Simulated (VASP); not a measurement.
# Mn (Fm-3m) in VASP: a series of runs

Runs on Mn. Level: r2SCAN. Tasks: single point.

Program: VASP 6.6.1. These are calculated values, not measurements. Logs are shortened: lines on timing, memory, paths and dates and some standing lists are left out, and cuts for length are marked.

### Step 1. The cell of the first run

Symmetry: Fm-3m, No. 225, cubic system. Conventional cell: a = 3.327 Å, b = 3.327 Å, c = 3.327 Å, α = 90.00°, β = 90.00°, γ = 90.00°. Within 3.1 Å of Mn (site symmetry m-3m) lie 12 Mn at 2.35 Å.

### Step 2. Single point, r2SCAN (volume scaled by 0.88)

POSCAR

```
Mn
1.0
    0.0000000000      1.6633806609      1.6633806609
    1.6633806609      0.0000000000      1.6633806609
    1.6633806609      1.6633806609      0.0000000000
Mn
1
Direct
    0.0000000000      0.0000000000      0.0000000000
```

INCAR.step1

```
  PREC = Accurate
  ENCUT = 520
  ISMEAR = -1
  SIGMA = 0.1
  LREAL = F
  LASPH = T
  NELM = 60
  NBANDS = 12
  GGA = PE
  ALGO = Normal
  EDIFF = 1E-4
  LWAVE = T
  LCHARG = F
```

INCAR.step2

```
  PREC = Accurate
  ENCUT = 520
  EDIFF = 1E-7
  ISMEAR = -1
  SIGMA = 0.1
  LREAL = F
  LASPH = T
  NELM = 60
  ALGO = Normal
  ISIF = 2
  LWAVE = F
  LCHARG = T
  METAGGA = R2SCAN
  LMIXTAU = T
  LELF = T
  LVHAR = T
  NBANDS = 12
  ISTART = 1
```

KPOINTS

```
regular mesh
0
Gamma
  17 17 17
```

Potentials or basis: VASP PAW PBE potentials, release 64 (Mn_pv).

On the command line:

```sh
cat potpaw_PBE.64/Mn_pv/POTCAR > POTCAR
cp INCAR.step1 INCAR
mpirun -np 1 vasp_std > vasp.out
cp INCAR.step2 INCAR
mpirun -np 1 vasp_std > vasp.out
```

OUTCAR:

```text
PREC = Accurate
   ENCUT = 520
   EDIFF = 1E-7
   ISMEAR = -1
   LREAL = F
   LASPH = T
   NELM = 60
   ISIF = 2
   METAGGA = R2SCAN
   ISTART = 1

 ion  position               nearest neighbor table
   1  0.000  0.000  0.000-

  LATTYP: Found a face centered cubic cell.
 ALAT       =     3.3267613218

  Lattice vectors:

 A1 = (   0.0000000000,   1.6633806609,   1.6633806609)
 A2 = (   1.6633806609,   0.0000000000,   1.6633806609)
 A3 = (   1.6633806609,   1.6633806609,   0.0000000000)

Analysis of symmetry for initial positions (statically):
=====================================================================
 Subroutine PRICEL returns:
 Original cell was already a primitive cell.

 Routine SETGRP: Setting up the symmetry group for a
 face centered cubic supercell.

 Subroutine GETGRP returns: Found 48 space group operations
 (whereof 48 operations were pure point group operations)
 out of a pool of 48 trial point group operations.

The static configuration has the point symmetry O_h .

Analysis of symmetry for dynamics (positions and initial velocities):
=====================================================================
 Subroutine PRICEL returns:
 Original cell was already a primitive cell.

 Routine SETGRP: Setting up the symmetry group for a
 face centered cubic supercell.

 Subroutine GETGRP returns: Found 48 space group operations
 (whereof 48 operations were pure point group operations)
 out of a pool of 48 trial point group operations.

The dynamic configuration has the point symmetry O_h .

 Subroutine INISYM returns: Found 48 space group operations
 (whereof 48 operations are pure point group operations),
 and found     1 'primitive' translations

----------------------------------------------------------------------------------------

                                     Primitive cell

  volume of cell :       9.2046

  direct lattice vectors                    reciprocal lattice vectors
     0.000000000  1.663380661  1.663380661    -0.300592650  0.300592650  0.300592650
     1.663380661  0.000000000  1.663380661     0.300592650 -0.300592650  0.300592650
     1.663380661  1.663380661  0.000000000     0.300592650  0.300592650 -0.300592650

  length of vectors
     2.352375490  2.352375490  2.352375490     0.520641741  0.520641741  0.520641741

  position of ions in fractional coordinates (direct lattice)
     0.000000000  0.000000000  0.000000000

[... 75 lines left out ...]
   EDIFF  = 0.1E-06   stopping-criterion for ELM
   LREAL  =      F    real-space projection
   EDIFFG = 0.1E-05   stopping-criterion for IOM
   NSW    =      0    number of steps for IOM
   IBRION =     -1    ionic relax: 0-MD 1-quasi-New 2-CG
   NFREE  =      0    steps in history (QN), initial steepest desc. (CG)
   ISIF   =      2    stress and relaxation
   ISYM   =      2    0-nonsym 1-usesym 2-fastsym
   POTIM  = 0.5000    time-step for ionic-motion
   TEBEG  =    0.0;   TEEND  =   0.0 temperature during run
   PSTRESS=    0.0 pullay stress
   NELECT =      13.0000    total number of electrons
   NUPDOWN=      -1.0000    fix difference up-down
   EMIN   =  10.00;   EMAX   =-10.00  energy-range for DOS
   EFERMI =   0.00;   METHOD = LEGACY
   ISMEAR =    -1;   SIGMA  =   0.10  broadening in eV -4-tet -1-fermi 0-gaus
   EFERMI_NEDOS =   21; number of points for ismear=-14 and -15
   IALGO  =     38    algorithm
   IMIX   =      4    mixing-type and parameters
     AMIX     =   0.40;   BMIX     =  1.00
     AMIX_MAG =   1.60;   BMIX_MAG =  1.00
  volume/ion in A,a.u.               =       9.20        62.12
  Fermi-wavevector in a.u.,A,eV,Ry     =   1.836768  3.470988 45.902202  3.373717
  Thomas-Fermi vector in A             =   2.889888
   LORBIT       =      0    0 simple, 1 ext, 2 COOP (PROOUT), +10 PAW based schemes
   METAGGA = R2SCAN    functional components
   LHFCALC =     F    Hartree Fock is set to
   AEXX    =    0.0000 exact exchange contribution
   IVDW    =     0    specifies the selected vdW correction
   LEPSILON=     F    determine dielectric tensor
   LRPA    =     F    only Hartree local field effects (RPA)
 non-spin polarized calculation
  energy-cutoff  :      520.00
  volume of cell :        9.20
 maximum number of plane-waves:       263
 NGX is ok and might be reduce to    18
   NGX =  9   NGY =  9   NGZ =  9

 number of electron      12.9999995 magnetization

 Free energy of the ion-electron system (eV)
  ---------------------------------------------------
  ext. energy  EPLUGINS =         0.00000000
  ---------------------------------------------------
  free energy    TOTEN  =       -14.09204746 eV

  energy without entropy =      -14.05385131  energy(sigma->0) =      -14.07294939

 E-fermi :  12.8053     XC(G=0): -16.5131

 val. band max:       12.8048258811   @ k =   0.4706   0.2353   0.0000
 cond. band min:      12.8126183299   @ k =  -0.2941   0.2941   0.0000
 fundamental gap:      0.0077924487
 Fermi energy:        12.8053069880

 k-point     1 :       0.0000    0.0000    0.0000
  band No.  band energies     occupation
      1     -36.5223      2.00000
      2     -36.5223      2.00000
      3     -36.5222      2.00000
      4       3.2457      2.00000
      5      11.2405      2.00000
      6      11.2405      2.00000
      7      11.2405      2.00000
      8      13.5843      0.00083
      9      13.5843      0.00083
     10      35.7846      0.00000
     11      40.8520      0.00000
     12      43.2498      0.00000
[... 331 lines left out ...]
 k-point    24 :      -0.1176    0.0588    0.0000
  band No.  band energies     occupation
      1     -36.7778      2.00000
      2     -36.5854      2.00000
      3     -36.5421      2.00000
      4       4.3120      2.00000
      5      10.7491      2.00000
      6      11.5620      1.99999
      7      11.5775      1.99999
      8      13.2409      0.02533
      9      13.6437      0.00046
     10      35.8441      0.00000
     11      38.1882      0.00000
     12      40.8894      0.00000

 [... further k-points ...]
[... 5 lines left out ...]
  --------------------------------------------------------------------------------------
  -------------------------------------------------------------------------------------
  Total        3.0190956      3.0190956      3.0190956     -0.0000000     -0.0000000      0.0000000
  in kB      525.5118373    525.5118373    525.5118373     -0.0000000     -0.0000000      0.0000000
  external PRESSURE =     525.5118373 kB  Pullay stress =       0.0000000 kB

 VOLUME and BASIS-vectors are now :
 -----------------------------------------------------------------------------
  energy-cutoff  :      520.00
  volume of cell :        9.20
      direct lattice vectors                 reciprocal lattice vectors
     0.000000000  1.663380661  1.663380661    -0.300592650  0.300592650  0.300592650
     1.663380661  0.000000000  1.663380661     0.300592650 -0.300592650  0.300592650
     1.663380661  1.663380661  0.000000000     0.300592650  0.300592650 -0.300592650

 POSITION                                       TOTAL-FORCE (eV/Angst)
 -----------------------------------------------------------------------------------
      0.00000      0.00000      0.00000        -0.000000      0.000000      0.000000
 -----------------------------------------------------------------------------------
    total drift:                                0.000000     -0.000000      0.000000

  FREE ENERGIE OF THE ION-ELECTRON SYSTEM (eV)
  ---------------------------------------------------
  free  energy   TOTEN  =       -14.0920474586 eV

  energy  without entropy=      -14.0538513139  energy(sigma->0) =      -14.07294939
```

OUTCAR.step1:

```text
PREC = Accurate
   ENCUT = 520
   ISMEAR = -1
   LREAL = F
   LASPH = T
   NELM = 60
[... 574 lines left out ...]

 POSITION                                       TOTAL-FORCE (eV/Angst)
 -----------------------------------------------------------------------------------
      0.00000      0.00000      0.00000         0.000000     -0.000000      0.000000
 -----------------------------------------------------------------------------------
    total drift:                                0.000000     -0.000000      0.000000

  FREE ENERGIE OF THE ION-ELECTRON SYSTEM (eV)
  ---------------------------------------------------
  free  energy   TOTEN  =        -8.6815245368 eV

  energy  without entropy=       -8.6392228320  energy(sigma->0) =       -8.66037368
```

OSZICAR.step1:

```text
N       E                     dE             d eps       ncg     rms          rms(c)
DAV:   1     0.740173386652E+02    0.74017E+02   -0.76333E+03  4040   0.144E+03
DAV:   2    -0.891053895060E+01   -0.82928E+02   -0.79553E+02  4080   0.316E+02
DAV:   3    -0.101185957742E+02   -0.12081E+01   -0.12034E+01  4328   0.439E+01
DAV:   4    -0.101246276071E+02   -0.60318E-02   -0.60315E-02  4360   0.299E+00
DAV:   5    -0.101246891003E+02   -0.61493E-04   -0.61491E-04  4284   0.298E-01    0.157E+01
DAV:   6    -0.871872542563E+01    0.14060E+01   -0.30938E+00  4108   0.377E+01    0.123E+00
DAV:   7    -0.869382119898E+01    0.24904E-01   -0.48019E-02  4436   0.382E+00    0.938E-01
DAV:   8    -0.868153678528E+01    0.12284E-01   -0.25918E-03  4196   0.819E-01    0.119E-01
DAV:   9    -0.868152453683E+01    0.12248E-04   -0.44311E-04  4244   0.360E-01
   1 F= -.86815245E+01 E0= -.86603737E+01  d E =-.423017E-01
```

It took 2.3 min on 1 thread of AMD EPYC 7R43 (Zen 3), shared host; peak memory 0.1 GiB.

What came out:

* Free energy: -14.0920 eV
* Pressure: 52.6 GPa

Levels at points of the mesh, in eV from the Fermi level:
```
           k point  band 4  band 5  band 6  band 7  band 8  band 9  band 10  band 11
(0.00, 0.00, 0.00)   -9.56   -1.56   -1.56   -1.56    0.78    0.78    22.98    28.05
```

Caveat: the PAW data sets were made with another functional, which shifts forces and pressure a little; the run has no spin polarisation, though such a crystal can be magnetic. Spin polarisation is off, so any magnetic state and its effect on volume and gap are missing.

### Step 3. Single point, r2SCAN (volume scaled by 0.92)

POSCAR

```
Mn
1.0
    0.0000000000      1.6882108987      1.6882108987
    1.6882108987      0.0000000000      1.6882108987
    1.6882108987      1.6882108987      0.0000000000
Mn
1
Direct
    0.0000000000      0.0000000000      0.0000000000
```

INCAR.step1

```
SYSTEM = Mn
  PREC = Accurate
  ENCUT = 520
  ISMEAR = -1
  SIGMA = 0.1
  LREAL = .False.
  LASPH = .True.
  NELM = 100
  NBANDS = 12
  GGA = PE
  ALGO = Normal
  EDIFF = 1E-4
  LWAVE = .True.
  LCHARG = .False.
```

INCAR.step2

```
SYSTEM = Mn
  PREC = Accurate
  ENCUT = 520
  EDIFF = 1E-6
  ISMEAR = -1
  SIGMA = 0.1
  LREAL = .False.
  LASPH = .True.
  NELM = 100
  ALGO = Normal
  ISIF = 2
  LWAVE = .False.
  LCHARG = .False.
  METAGGA = R2SCAN
  LMIXTAU = .True.
  NBANDS = 12
  ISTART = 1
```

KPOINTS

```
Automatic mesh
0
Gamma
  17 17 17
  0 0 0
```

Potentials or basis: VASP PAW PBE potentials, release 64 (Mn_pv).

On the command line:

```sh
cat potpaw_PBE.64/Mn_pv/POTCAR > POTCAR
cp INCAR.step1 INCAR
mpirun -np 1 vasp_std > vasp.out
cp INCAR.step2 INCAR
mpirun -np 1 vasp_std > vasp.out
```

Wall time 2.3 min (1 thread of AMD EPYC 7R43 (Zen 3), shared host); peak memory 0.1 GiB.

Results (log left out):

```yaml
Free_energy: -14.2009 eV
Pressure: 31.3 GPa
```

Levels at points of the mesh, in eV from the Fermi level:
```tsv
k point	band 3	band 4	band 5	band 6	band 7	band 8	band 9	band 10	band 11	band 12
(0.00, 0.00, 0.00)	-49.38	-9.38	-1.47	-1.47	-1.47	0.74	0.74	22.71	27.95	29.84
```

Caveat: the PAW data sets were made with another functional, which shifts forces and pressure a little; the run has no spin polarisation, though such a crystal can be magnetic. Spin polarisation is off, so any magnetic state and its effect on volume and gap are missing.
